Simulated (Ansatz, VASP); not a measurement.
**Two plane-wave programs on KF**

```
CELL_PARAMETERS angstrom
-0.05646 2.62351 2.62351
2.62351 -0.05646 2.62351
2.62351 2.62351 -0.05646
ATOMIC_POSITIONS crystal
K 0.00000 0.00000 0.00000
F 0.50000 0.50000 0.50000
```

Alike in both runs: task single point; functional PBE; k mesh 8 × 8 × 8; occupations gaussian, width 0.05 eV; no spin polarisation.

|  | VASP | Ansatz |
| --- | --- | --- |
| version | VASP 6.6.1 | Ansatz 0.2.0 |
| potentials or method | VASP PAW PBE potentials, release 64 (K_sv, F), cutoff 520 eV | scalar-relativistic, plane waves, PAW |
| valence electrons in the cell | 16 | 16 |

```csv
,VASP,Ansatz,Ansatz less VASP
gap on the k mesh at the Fermi level (eV),6.26,6.28,+0.017
least direct gap on the mesh (eV),6.26,6.28,+0.017
pressure (GPa),2.3,2.2,-0.06
"traceless stress, the component that is largest in VASP (GPa)",0.25,0.26,+0.003
```

With one functional, cell and mesh, what is left measures potentials, basis and numerics.
